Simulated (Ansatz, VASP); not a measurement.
## Two plane-wave programs on ScAlN2

```
CELL_PARAMETERS angstrom
2.96778 0.00000 0.00000
0.00000 2.96778 0.00000
0.00000 0.00000 5.88985
ATOMIC_POSITIONS crystal
Sc 0.00000 0.00000 0.00000
Al 0.50000 0.50000 0.50000
N 0.50000 0.50000 0.19768
N 0.50000 0.50000 0.80232
```

Alike in both runs: functional PBE; k mesh 4 × 4 × 3; occupations gaussian, width 0.15 eV; no spin polarisation.

Ansatz relaxed the structure, and its values are those at the end. VASP's run is a single point on that final structure, the one shown.

```csv
,VASP,Ansatz
version,VASP 6.6.1,Ansatz 0.2.0
potentials or method,"VASP PAW PBE potentials, release 64 (Sc_sv, Al, N), cutoff 600 eV","scalar-relativistic, plane waves, PAW"
valence electrons in the cell,24,24
```

Ansatz gave:

```
gap on the k mesh at the Fermi level (eV) : none
pressure (GPa)                            : 0.1
rms of the force components (eV/Å)        : 0.008
```

Problem. Estimate VASP's values.

Solution. gap on the k mesh at the Fermi level (eV): none; pressure (GPa): 0.4; rms of the force components (eV/Å): 0.013.

A gap of «none» marks a metal or a gap that the smearing closes.

The k mesh is coarse, so the values compare programs but aren't converged.
